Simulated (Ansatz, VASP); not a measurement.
**PtS2: VASP beside Ansatz**

```
Pt S
1.0
     3.55264    0.00000    0.00000
    -1.77632    3.07668    0.00000
     0.00000    0.00000    5.12272
Pt S
1 2
Direct
  0.00000 0.00000 0.00000
  0.66667 0.33333 0.76074
  0.33333 0.66667 0.23926
```

Alike in both runs: task single point; functional r2SCAN; k mesh 12 × 12 × 6; no spin polarisation.

|  | VASP | Ansatz |
| --- | --- | --- |
| version | VASP 6.6.1 | Ansatz 0.2.0 |
| potentials or method | VASP PAW PBE potentials, release 64 (Pt, S) | plane waves, PAW |
| plane-wave cutoff (eV) | 550 | 500 |
| occupations | gaussian, width 0.01 eV | fixed |
| valence electrons in the cell | 22 | 30 |

|  | VASP | Ansatz | Ansatz less VASP |
| --- | --- | --- | --- |
| gap on the k mesh at the Fermi level (eV) | 0.87 | 0.87 | +0.006 |
| pressure (GPa) | 1.2 | 1.3 | +0.06 |
| rms of the force components (eV/Å) | 0.023 | 0.021 | -0.0022 |

VASP's potentials were made for PBE, not for r2SCAN. Atom by atom the forces differ by 0.002 eV/Å (rms over components). VASP's potentials hold 22 valence electrons a cell and Ansatz's 30, so a difference there can come from the potentials and not from the codes.

Spin-orbit coupling is off throughout.
